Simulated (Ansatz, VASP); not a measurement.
# Ti in VASP and in Ansatz

The input INCAR:

```
SYSTEM = Ti
PREC     = Accurate       ! precision mode
ENCUT    = 520            ! plane-wave cutoff, eV
EDIFF    = 1E-6           ! SCF threshold, eV
ISMEAR   = 0              ! smearing method
SIGMA    = 0.15           ! smearing width, eV
LREAL    = .FALSE.        ! projectors in reciprocal space
LASPH    = .TRUE.         ! aspherical terms in the spheres
NELM     = 80             ! most SCF steps
ALGO     = Normal         ! electronic algorithm
ISIF     = 2              ! what is computed and relaxed
LWAVE    = .FALSE.        ! write WAVECAR
LCHARG   = .FALSE.        ! write CHGCAR
GGA      = PS             ! functional
NBANDS   = 12             ! bands
```

The input KPOINTS:

```
Automatic mesh
0
G
  20 20 20
  0 0 0
```

File POSCAR:

```
Ti
1.0
    0.0000000000      1.9488000000      1.8676000000
    1.9488000000      0.0000000000      1.8676000000
    1.9488000000      1.9488000000      0.0000000000
Ti
1
Direct
    0.0000000000      0.0000000000      0.0000000000
```

Input for Ansatz:

```yaml
crystal:
  lattice:
    - [0.0, 1.9488, 1.8676]
    - [1.9488, 0.0, 1.8676]
    - [1.9488, 1.9488, 0.0]
  atoms:
    - { symbol: Ti, position: [0.0, 0.0, 0.0] }
basis:
  ecutwfc: 420
kpoints:
  mp_grid: { grid: [20, 20, 20] }
hamiltonian:
  xc: pbesol
scf:
  occupations: { method: gaussian, width: 0.15 }
output:
  forces: true
  stress: true
  eigenvalues: true
```

Change from the starting cell: strain -0.040 along x and y, -0.080 along z, atoms carried along.

Alike in both runs: task single point; functional PBEsol; k mesh 20 × 20 × 20; occupations gaussian, width 0.15 eV; no spin polarisation.

|  | VASP | Ansatz |
| --- | --- | --- |
| version | VASP 6.6.1 | Ansatz 0.2.0 |
| potentials or method | VASP PAW PBE potentials, release 64 (Ti_sv), cutoff 520 eV | scalar-relativistic, plane waves, PAW |
| valence electrons in the cell | 12 | 12 |

Ansatz gave:

| Item | Value |
| --- | --- |
| gap on the k mesh at the Fermi level (eV) | none |
| pressure (GPa) | 24.3 |
| traceless stress, the component that is largest in VASP (GPa) | 0.88 |

Problem. Estimate VASP's values.

Solution. gap on the k mesh at the Fermi level (eV): none; pressure (GPa): 23.7; traceless stress, the component that is largest in VASP (GPa): 0.91.

VASP's potentials were made for PBE, not for PBEsol. A gap of «none» marks a metal or a gap that the smearing closes.
